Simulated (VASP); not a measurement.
# H3Ir12C in VASP: notebook

H3Ir12C is run at these levels: PBE+D3(BJ); tasks: single point.

Program: VASP 6.6.1. These are calculated values, not measurements. Logs are shortened: lines on timing, memory, paths and dates and some standing lists are left out, and cuts for length are marked.

### Step 1. The cell of the first run

The cell holds a slab with vacuum, 16 atoms: a = 5.431 Å, b = 5.431 Å, c = 19.434 Å, α = 90.00°, β = 90.00°, γ = 60.00°.

### Step 2. Single point, PBE+D3(BJ)

INCAR

```
ALGO = Normal
EDIFF = 1E-6
ENCUT = 520
GGA = PE
ISIF = 2
ISMEAR = -1
IVDW = 12
LASPH = T
LCHARG = F
LREAL = Auto
LWAVE = F
NBANDS = 72
NELM = 60
PREC = Accurate
SIGMA = 0.1
```

KPOINTS

```
k-points
0
Gamma
  2 2 1
```

POSCAR

```
H3Ir12C
1.0
    5.4305800000      0.0000000000      0.0000000000
    2.7152900000      4.7030200000      0.0000000000
    0.0000000000      0.0000000000     19.4340500000
Ir C H
12 1 3
Direct
    0.1666622785      0.1666588703      0.0514560784
    0.6666641199      0.1666588703      0.0514560784
    0.1666734694      0.6666567440      0.0514560784
    0.6666753109      0.6666567440      0.0514560784
   -0.1659135501      0.3326373267      0.1621381030
    0.3337061722      0.3317442835      0.1622770344
   -0.1659547531      0.8325926745      0.1620866469
    0.3327185641      0.8341448686      0.1621535398
    0.0043124892      0.0018711381      0.2729744958
    0.4944896728      0.0017435605      0.2728149820
    0.0059133312      0.4894089330      0.2743483731
    0.5000882160      0.4997001926      0.2724136245
    0.0993009966      0.2773324375      0.4153740471
    0.2896556765      0.0544331089      0.4076865090
    0.1174246263      0.4617245940      0.4145610411
   -0.1278596142      0.3091205226      0.4159194815
```

Potentials or basis: VASP PAW PBE potentials, release 64 (Ir, C, H).

Launch:

```sh
$ cat potpaw_PBE.64/Ir/POTCAR potpaw_PBE.64/C/POTCAR potpaw_PBE.64/H/POTCAR > POTCAR
$ mpirun -np 1 vasp_std > vasp.out
```

OUTCAR:

```text
EDIFF = 1E-6
   ENCUT = 520
   GGA = PE
   ISIF = 2
   ISMEAR = -1
   IVDW = 12
   LASPH = T
   LREAL = Auto
   NELM = 60
   PREC = Accurate
 IVDW          = 12

 ion  position               nearest neighbor table
   1  0.167  0.167  0.051-   5 2.66   8 2.66   6 2.66   4 2.72   3 2.72   2 2.72   2 2.72   3 2.72
                             4 2.72
   2  0.667  0.167  0.051-   5 2.66   6 2.66   7 2.66   3 2.72   4 2.72   1 2.72   1 2.72   4 2.72
                             3 2.72
   3  0.167  0.667  0.051-   7 2.66   8 2.66   6 2.67   2 2.72   1 2.72   4 2.72   4 2.72   1 2.72
                             2 2.72
   4  0.667  0.667  0.051-   7 2.66   5 2.66   8 2.66   1 2.72   2 2.72   3 2.72   3 2.72   2 2.72
                             1 2.72
   5  0.834  0.333  0.162-  12 2.66   9 2.66   1 2.66   2 2.66   4 2.66  11 2.67   8 2.71   6 2.71
                             7 2.71   7 2.72   6 2.72   8 2.72
   6  0.334  0.332  0.162-  10 2.65  12 2.66   1 2.66   2 2.66   3 2.67  11 2.67   8 2.70   5 2.71
                             7 2.71   7 2.72   5 2.72   8 2.73
   7  0.834  0.833  0.162-   3 2.66   4 2.66   2 2.66  10 2.68   9 2.68   8 2.71  11 2.71   6 2.71
                             5 2.71   5 2.72   6 2.72   8 2.72
   8  0.333  0.834  0.162-   9 2.65  10 2.65  12 2.66   1 2.66   3 2.66   4 2.66   6 2.70   5 2.71
                             7 2.71   7 2.72   5 2.72   6 2.73
   9  0.004  0.002  0.273-   8 2.65  11 2.65   5 2.66  10 2.66   7 2.68  12 2.71  12 2.72  10 2.77
                            11 2.78
  10  0.494  0.002  0.273-   6 2.65   8 2.65  11 2.65   9 2.66   7 2.68  12 2.71  12 2.72   9 2.77
                            11 2.78
  11  0.006  0.489  0.274-  10 2.65   9 2.65   6 2.67   5 2.67  12 2.71   7 2.71  12 2.72   9 2.78
                            10 2.78
  12  0.500  0.500  0.272-   6 2.66   5 2.66   8 2.66   9 2.71  10 2.71  11 2.71  10 2.72  11 2.72
                             9 2.72
  13  0.099  0.277  0.415-  15 1.05  14 1.14  16 1.16
  14  0.290  0.054  0.408-  13 1.14
  15  0.117  0.462  0.415-  13 1.05
  16  0.872  0.309  0.416-  13 1.16

  LATTYP: Found a hexagonal cell.
 ALAT       =     5.4305797945
 C/A-ratio  =     3.5786326203

  Lattice vectors:

 A1 = (  -2.7152900000,  -4.7030200000,   0.0000000000)
 A2 = (   5.4305800000,   0.0000000000,   0.0000000000)
 A3 = (   0.0000000000,   0.0000000000,  19.4340500000)

Analysis of symmetry for initial positions (statically):
=====================================================================
 Subroutine PRICEL returns:
 Original cell was already a primitive cell.

 Routine SETGRP: Setting up the symmetry group for a
 hexagonal supercell.

 Subroutine GETGRP returns: Found  1 space group operations
 (whereof  1 operations were pure point group operations)
 out of a pool of 24 trial point group operations.
[... 131 lines left out ...]
   TEBEG  =    0.0;   TEEND  =   0.0 temperature during run
   PSTRESS=    0.0 pullay stress
   NELECT =     115.0000    total number of electrons
   NUPDOWN=      -1.0000    fix difference up-down
   EMIN   =  10.00;   EMAX   =-10.00  energy-range for DOS
   EFERMI =   0.00;   METHOD = LEGACY
   ISMEAR =    -1;   SIGMA  =   0.10  broadening in eV -4-tet -1-fermi 0-gaus
   EFERMI_NEDOS =   21; number of points for ismear=-14 and -15
   IALGO  =     38    algorithm
   IMIX   =      4    mixing-type and parameters
     AMIX     =   0.40;   BMIX     =  1.00
     AMIX_MAG =   1.60;   BMIX_MAG =  1.00
  volume/ion in A,a.u.               =      31.02       209.35
  Fermi-wavevector in a.u.,A,eV,Ry     =   1.005492  1.900105 13.755685  1.011014
  Thomas-Fermi vector in A             =   2.138175
   LORBIT       =      0    0 simple, 1 ext, 2 COOP (PROOUT), +10 PAW based schemes
   GGA     = PE    functional components
   LHFCALC =     F    Hartree Fock is set to
   AEXX    =    0.0000 exact exchange contribution
   IVDW    =    12    specifies the selected vdW correction
   LEPSILON=     F    determine dielectric tensor
   LRPA    =     F    only Hartree local field effects (RPA)
 non-spin polarized calculation
  energy-cutoff  :      520.00
  volume of cell :      496.35
 maximum number of plane-waves:     13364
   NGX = 21   NGY = 21   NGZ = 73

 number of electron     115.0000010 magnetization

 Free energy of the ion-electron system (eV)
  ---------------------------------------------------
  ext. energy  EPLUGINS =         0.00000000
  ---------------------------------------------------
  free energy    TOTEN  =      -120.59292643 eV

  energy without entropy =     -120.18595144  energy(sigma->0) =     -120.38943893

 E-fermi :   0.3781     XC(G=0):  -6.2946

 val. band max:        0.2928099280   @ k =   0.5000   0.0000   0.0000
 cond. band min:       0.8227781297   @ k =   0.5000   0.5000   0.0000
 fundamental gap:      0.5299682017
 Fermi energy:         0.3780577163

 k-point     1 :       0.0000    0.0000    0.0000
  band No.  band energies     occupation
      1     -11.8047      2.00000
      2      -9.7684      2.00000
      3      -7.5745      2.00000
      4      -7.3027      2.00000
      5      -7.1125      2.00000
      6      -7.1049      2.00000
[... 277 lines left out ...]
     68       1.7013      0.00000
     69       2.8130      0.00000
 [bands above 69 left out]

------------------------ aborting loop because EDIFF is reached ----------------------------------------

 Edisp (eV)   -6.21037

 E8    (eV) :    -2.9686

  FORCE on cell =-STRESS in cart. coord.  units (eV):
  Direction    XX          YY          ZZ          XY          YZ          ZX
  --------------------------------------------------------------------------------------
  -------------------------------------------------------------------------------------
  Total     -18.16753   -17.63348     5.28341     1.57088     0.60682     0.09939
  in kB     -58.64354   -56.91966    17.05449     5.07069     1.95877     0.32083
  external pressure =      -32.84 kB  Pullay stress =        0.00 kB

 VOLUME and BASIS-vectors are now :
 -----------------------------------------------------------------------------
  energy-cutoff  :      520.00
  volume of cell :      496.35
      direct lattice vectors                 reciprocal lattice vectors
     5.430580000  0.000000000  0.000000000     0.184142394 -0.106314666  0.000000000
     2.715290000  4.703020000  0.000000000     0.000000000  0.212629332  0.000000000
     0.000000000  0.000000000 19.434050000     0.000000000  0.000000000  0.051456078

 POSITION                                       TOTAL-FORCE (eV/Angst)
 -----------------------------------------------------------------------------------
      1.35760      0.78380      1.00000         0.004390      0.093001     -0.446500
      4.07290      0.78380      1.00000         0.007693     -0.040155     -0.805247
      2.71530      3.13530      1.00000        -0.204122     -0.026698     -0.507763
      5.43060      3.13530      1.00000         0.191285     -0.021888     -0.539975
      5.43278      1.56440      3.15100        -0.152868      0.041896     -0.017665
      2.71300      1.56020      3.15370         0.172834      0.119603     -0.086440
[... 8 lines left out ...]
      1.89140      2.17150      8.05660         0.935289      0.946384      0.366166
      5.57558      1.45380      8.08300         1.880967     -0.418823      0.254280
 -----------------------------------------------------------------------------------
    total drift:                                0.002990     -0.000940      0.013621

  FREE ENERGIE OF THE ION-ELECTRON SYSTEM (eV)
  ---------------------------------------------------
  free  energy   TOTEN  =      -126.8032984493 eV

  energy  without entropy=     -126.3963234580  energy(sigma->0) =     -126.59981095
```

stdout:

```text
POSCAR found type information on POSCAR IrC H
 POSCAR found :  3 types and      16 ions
 scaLAPACK will be used
 LDA part: xc-table for (Slater+PW92), standard interpolation
 POSCAR, INCAR and KPOINTS ok, starting setup
 FFT: planning ... GRIDC
 FFT: planning ... GRID_SOFT
 FFT: planning ... GRID
 WAVECAR not read
 entering main loop
```

Wall time 13 min (1 thread of Oxide Virtual Turin-like, shared host); peak memory 0.54 GiB.

Results:

- Free energy: -126.8033 eV
- Largest force: 3.538 eV/Å
- Band gap on the k mesh: zero (an odd number of electrons rules out a gap without spin polarisation)
- Dispersion energy per atom: -0.388 eV

Forces on the atoms (eV/Å):
```
Ir   0.004  0.093 -0.447
Ir   0.008 -0.040 -0.805
Ir  -0.204 -0.027 -0.508
Ir   0.191 -0.022 -0.540
Ir  -0.153  0.042 -0.018
Ir   0.173  0.120 -0.086
Ir  -0.031  0.032  0.983
Ir   0.040 -0.224 -0.107
Ir  -1.003 -0.567  0.480
Ir   1.012 -0.610  0.510
Ir  -0.082  0.955  0.843
Ir   0.011 -0.031  0.651
C   -2.263 -1.693 -2.128
H   -0.519  1.444  0.550
H    0.935  0.946  0.366
H    1.881 -0.419  0.254
```

Caveat: the k points lie up to 0.67 Å⁻¹ apart, too coarse for converged energies and pressures of a metal; there is no dipole correction, which matters where the two faces differ; spin-orbit coupling is left out, which moves the levels of the heavy elements.

### Step 3. Single point, PBE+D3(BJ)

INCAR

```
ALGO     = Normal         # electronic algorithm
EDIFF    = 1E-7           # SCF threshold, eV
ENCUT    = 520            # plane-wave cutoff, eV
GGA      = PE             # functional
ISIF     = 2              # what is computed and relaxed
ISMEAR   = -1             # smearing method
IVDW     = 12             # dispersion correction
LASPH    = T              # aspherical terms in the spheres
LCHARG   = F              # write CHGCAR
LREAL    = Auto         
LWAVE    = F              # write WAVECAR
NBANDS   = 72             # bands
NELM     = 80             # most SCF steps
PREC     = Accurate       # precision mode
SIGMA    = 0.1            # smearing width, eV
```

KPOINTS is that of step 2.

POSCAR

```
H3Ir12C
1.0
    5.4305800000      0.0000000000      0.0000000000
    2.7152900000      4.7030200000      0.0000000000
    0.0000000000      0.0000000000     19.4340500000
Ir C H
12 1 3
Direct
    0.1666622785      0.1666588703      0.0514560784
    0.6666641199      0.1666588703      0.0514560784
    0.1666734694      0.6666567440      0.0514560784
    0.6666753109      0.6666567440      0.0514560784
   -0.1652287609      0.3309362920      0.1643198407
    0.3342612435      0.3322545939      0.1641448900
   -0.1674714408      0.8354419075      0.1634913978
    0.3349980184      0.8313168985      0.1646388684
   -0.0028289631     -0.0069742421      0.2780635019
    0.5096972053     -0.0064639317      0.2781509773
   -0.0014065558      0.5015075420      0.2764889459
    0.5001755576      0.4990835676      0.2773328256
    0.1013666092      0.2705495618      0.4256138067
    0.1872828320      0.4227709004      0.4217546008
   -0.1053217325      0.3237068947      0.4293032075
    0.2865599338      0.0353602579      0.4289533062
```

Potentials or basis: VASP PAW PBE potentials, release 64 (Ir, C, H).

Launch:

```sh
$ cat potpaw_PBE.64/Ir/POTCAR potpaw_PBE.64/C/POTCAR potpaw_PBE.64/H/POTCAR > POTCAR
$ mpirun -np 1 vasp_std > vasp.out
```

OUTCAR:

```text
EDIFF = 1E-7
   ENCUT = 520
   GGA = PE
   ISIF = 2
   ISMEAR = -1
   IVDW = 12
   LASPH = T
   LREAL = Auto
   NELM = 80
   PREC = Accurate
 IVDW          = 12

 ion  position               nearest neighbor table
   1  0.167  0.167  0.051-   5 2.69   6 2.69   8 2.71   4 2.72   3 2.72   2 2.72   2 2.72   3 2.72
                             4 2.72
   2  0.667  0.167  0.051-   7 2.68   6 2.69   5 2.69   3 2.72   4 2.72   1 2.72   1 2.72   4 2.72
                             3 2.72
[... 520 lines left out ...]
  -------------------------------------------------------------------------------------
  Total     -18.38248   -22.65703    -5.49463    -0.71877     0.93057    -0.12868
  in kB     -59.33736   -73.13532   -17.73628    -2.32015     3.00382    -0.41537
  external pressure =      -50.07 kB  Pullay stress =        0.00 kB

 VOLUME and BASIS-vectors are now :
 -----------------------------------------------------------------------------
  energy-cutoff  :      520.00
  volume of cell :      496.35
      direct lattice vectors                 reciprocal lattice vectors
     5.430580000  0.000000000  0.000000000     0.184142394 -0.106314666  0.000000000
     2.715290000  4.703020000  0.000000000     0.000000000  0.212629332  0.000000000
     0.000000000  0.000000000 19.434050000     0.000000000  0.000000000  0.051456078

 POSITION                                       TOTAL-FORCE (eV/Angst)
 -----------------------------------------------------------------------------------
      1.35760      0.78380      1.00000         0.002706      0.015064      0.140117
      4.07290      0.78380      1.00000         0.021597      0.026483     -0.260397
      2.71530      3.13530      1.00000        -0.117749     -0.008989      0.011549
      5.43060      3.13530      1.00000         0.117948     -0.040403     -0.002899
      5.43188      1.55640      3.19340        -0.012004      0.133114      0.038280
      2.71740      1.56260      3.19000        -0.010126     -0.012236      0.168268
[... 8 lines left out ...]
      5.73758      1.52240      8.34310        -2.921912      0.888214      0.398643
      1.65220      0.16630      8.33630        -0.975088      1.911364     -0.044778
 -----------------------------------------------------------------------------------
    total drift:                                0.000246     -0.002697      0.002579

  FREE ENERGIE OF THE ION-ELECTRON SYSTEM (eV)
  ---------------------------------------------------
  free  energy   TOTEN  =      -126.6457018757 eV

  energy  without entropy=     -126.2567726247  energy(sigma->0) =     -126.45123725
```

Run time: 14 min. Hardware: 1 thread of Oxide Virtual Turin-like, shared host; peak memory 0.53 GiB.

What came out:

* Free energy: -126.6457 eV
* Largest force: 6.005 eV/Å
* Band gap on the k mesh: zero (an odd number of electrons rules out a gap without spin polarisation)
* Dispersion energy per atom: -0.383 eV

Forces on the atoms (eV/Å):
```
Ir   0.003  0.015  0.140
Ir   0.022  0.026 -0.260
Ir  -0.118 -0.009  0.012
Ir   0.118 -0.040 -0.003
Ir  -0.012  0.133  0.038
Ir  -0.010 -0.012  0.168
Ir  -0.019 -0.319  0.869
Ir  -0.025  0.128  0.091
Ir   0.594  0.359 -0.266
Ir  -0.583  0.295 -0.407
Ir   0.030 -0.620  0.823
Ir   0.000 -0.119 -0.110
C    5.337 -2.086 -1.795
H   -1.440 -0.551  0.346
H   -2.922  0.888  0.399
H   -0.975  1.911 -0.045
```

Caveat: the k points lie up to 0.67 Å⁻¹ apart, too coarse for converged energies and pressures of a metal; there is no dipole correction, which matters where the two faces differ; spin-orbit coupling is left out, which moves the levels of the heavy elements.

The gap in the log of VASP goes by the Fermi energy; the results here count the filled bands.